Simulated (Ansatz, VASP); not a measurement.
# GaRe2Sb3: VASP beside Ansatz

```
Ga Re Sb
1.0
     4.99593    0.00000    0.00000
    -2.49796    4.32660    0.00000
     0.00000    0.00000    5.72665
Ga Re Sb
1 2 3
Direct
  0.00000 0.00000 0.00000
  0.33333 0.66667 0.50000
  0.66667 0.33333 0.50000
  0.33333 0.66667 0.00000
  0.66667 0.33333 0.00000
  0.00000 0.00000 0.50000
```

Alike in both runs: functional PBE; k mesh 6 × 6 × 4; occupations gaussian, width 0.1 eV; no spin polarisation.

Ansatz relaxed the structure, and its values are those at the end. VASP's run is a single point on that final structure, the one shown.

|  | VASP | Ansatz |
| --- | --- | --- |
| version | VASP 6.6.1 | Ansatz 0.2.0 |
| potentials or method | VASP PAW PBE potentials, release 64 (Ga_d, Re, Sb), cutoff 520 eV | scalar-relativistic, plane waves, PAW |
| valence electrons in the cell | 42 | 88 |

|  | VASP | Ansatz | Ansatz less VASP |
| --- | --- | --- | --- |
| gap on the k mesh at the Fermi level (eV) | none | none | - |
| pressure (GPa) | 0.0 | 0.1 | +0.08 |

A gap of «none» marks a metal or a gap that the smearing closes. VASP's potentials hold 42 valence electrons a cell and Ansatz's 88, so a difference there can come from the potentials and not from the codes.

Neither program's run includes spin-orbit coupling.
